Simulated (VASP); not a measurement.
Set up this calculation in VASP 6.6.1, as the native input.

```
Task                   : single point
Functional             : r2SCAN
Potentials or basis    : VASP PAW PBE potentials, release 64 (B, N)
Cutoff                 : 520 eV
k mesh                 : 12 × 12 × 12
Occupations            : gaussian, width 0.01 eV
Spin                   : no spin polarisation
Dipole correction      : no
Further INCAR settings : ALGO = Normal; EDIFF = 1e-06; NBANDS = 11
```

Crystal: BN.

```
CELL_PARAMETERS angstrom
0.00000 1.80483 1.84092
1.80483 0.00000 1.84092
1.80483 1.80483 0.00000
ATOMIC_POSITIONS crystal
B 0.00000 0.00000 0.00000
N 0.25000 0.25000 0.25000
```

This cell differs from its parent crystal: uniaxial z strain +2.0%.

The input as run:

POSCAR

```
BN
1.0
    0.0000000000      1.8048254650      1.8409219743
    1.8048254650      0.0000000000      1.8409219743
    1.8048254650      1.8048254650      0.0000000000
B N
1 1
Direct
    0.0000000000      0.0000000000      0.0000000000
    0.2500000000      0.2500000000      0.2500000000
```

INCAR.step1

```
PREC     = Accurate       # precision mode
ENCUT    = 520            # plane-wave cutoff, eV
ISMEAR   = 0              # smearing method
SIGMA    = 0.01           # smearing width, eV
LREAL    = F              # projectors in reciprocal space
LASPH    = T              # aspherical terms in the spheres
NELM     = 80             # most SCF steps
NBANDS   = 11             # bands
GGA      = PE             # functional
ALGO     = Normal         # electronic algorithm
EDIFF    = 1E-4           # SCF threshold, eV
LWAVE    = T              # write WAVECAR
LCHARG   = F              # write CHGCAR
```

INCAR.step2

```
PREC     = Accurate       # precision mode
ENCUT    = 520            # plane-wave cutoff, eV
EDIFF    = 1E-6           # SCF threshold, eV
ISMEAR   = 0              # smearing method
SIGMA    = 0.01           # smearing width, eV
LREAL    = F              # projectors in reciprocal space
LASPH    = T              # aspherical terms in the spheres
NELM     = 80             # most SCF steps
ALGO     = Normal         # electronic algorithm
ISIF     = 2              # what is computed and relaxed
LWAVE    = F              # write WAVECAR
LCHARG   = F              # write CHGCAR
METAGGA  = R2SCAN         # meta-GGA
LMIXTAU  = T            
NBANDS   = 11             # bands
ISTART   = 1
```

KPOINTS

```
Automatic mesh
0
Gamma
  12 12 12
```

Potentials or basis: VASP PAW PBE potentials, release 64 (B, N).

The run is started by

```sh
$ cat potpaw_PBE.64/B/POTCAR potpaw_PBE.64/N/POTCAR > POTCAR
$ cp INCAR.step1 INCAR
$ mpirun -np 1 vasp_std > vasp.out
$ cp INCAR.step2 INCAR
$ mpirun -np 1 vasp_std > vasp.out
```

It gave:

The pressure is -6.4 GPa and the band gap on the k mesh is 4.78 eV (least direct gap 9.34 eV).

Caveat: the cell differs from its parent crystal (uniaxial z strain +2.0%); the cell stands under tension; the PAW data sets were made with another functional, which shifts forces and pressure a little.

It took 120 s on 1 thread of Intel Xeon 8259CL, with other jobs on the host, peak memory 0.14 GiB.
